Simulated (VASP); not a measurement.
Crystal: CsH.

```
Cs H
1.0
     0.00000    3.19125    3.19125
     3.19125    0.00000    3.19125
     3.19125    3.19125    0.00000
Cs H
1 1
Direct
  0.00000 0.00000 0.00000
  0.75000 0.75000 0.75000
```

- Program: VASP 6.6.1
- Task: relaxation of cell and atoms
- Functional: PBEsol
- Potentials or basis: VASP PAW PBE potentials, release 64 (Cs_sv, H)
- Cutoff: 600 eV
- k mesh: 6 × 6 × 6
- Occupations: fermi-dirac, width 0.03 eV
- Spin: no spin polarisation

At the start: pressure 2.2 GPa; volume 32.50 Å³/atom.

**Question.** How do energy, volume and symmetry change on relaxing?

**Answer.** Over 4 steps the energy falls by 44.4 meV/atom and the volume is 40.06 Å³/atom (+23.3 %); space group F-43m (No. 216, to 0.05 Å).

Step by step:
| step | energy change (eV) | largest force (eV/Å) | pressure (GPa) | volume (Å³) |
| --- | --- | --- | --- | --- |
| 1 | 0.0000 | 0.0000 | 2.16 | 65.00 |
| 2 | -0.0460 | 0.0000 | 1.37 | 69.21 |
| 3 | -0.0878 | 0.0000 | 0.17 | 78.55 |
| 4 | -0.0887 | 0.0000 | 0.02 | 80.12 |

Final structure:
```
CELL_PARAMETERS angstrom
0.00000 3.42169 3.42169
3.42169 0.00000 3.42169
3.42169 3.42169 0.00000
ATOMIC_POSITIONS crystal
Cs 0.00000 0.00000 0.00000
H 0.75000 0.75000 0.75000
```

Caveat: the volume moved by over 15 % at a fixed basis, so the end points are rough; the PAW data sets were made with another functional, which shifts forces and pressure a little.
